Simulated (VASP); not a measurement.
Input of a VASP 6.6.1 run:

The input INCAR:

```
SYSTEM = N
PREC = Accurate
ENCUT = 520
EDIFF = 1E-8
ISMEAR = -1
SIGMA = 0.02
LREAL = .FALSE.
LASPH = .TRUE.
NELM = 100
ALGO = Normal
ISIF = 2
LWAVE = .FALSE.
LCHARG = .FALSE.
GGA = PS
LEFG = .TRUE.
NBANDS = 18
```

The input KPOINTS:

```
regular mesh
0
G
  4 4 4
  0 0 0
```

The input POSCAR:

```
N
1.0
    5.7054900000      0.0000000000      0.0000000000
    0.0000000000      5.7054900000      0.0000000000
    0.0000000000      0.0000000000      5.6490000000
N
4
Direct
    0.0300000000      0.0300000000      0.0300000000
    0.4700000000      0.9700000000      0.5300000000
    0.5300000000      0.4700000000      0.9700000000
    0.9700000000      0.5300000000      0.4700000000
```

Potentials or basis: VASP PAW PBE potentials, release 64 (N).

Launch:

```bash
$ cat potpaw_PBE.64/N/POTCAR > POTCAR
$ mpirun -np 1 vasp_std > vasp.out
```

(1) Estimate the band gap on the k mesh.

(2) What does it give for the pressure?

(3) Predict the largest force.

Answers

(1) zero (band 10 reaches -5.34 eV, above the bottom of band 11 at -5.49 eV).

(2) -3.9 GPa.

(3) 0.379 eV/Å.

Caveat: the cell differs from its parent crystal (equal xx and yy strain of +1 %); without QUAD_EFG the Cq values of the log hold for a quadrupole moment of 1 mb, not for the nuclei; the PAW data sets were made with another functional, which shifts forces and pressure a little.
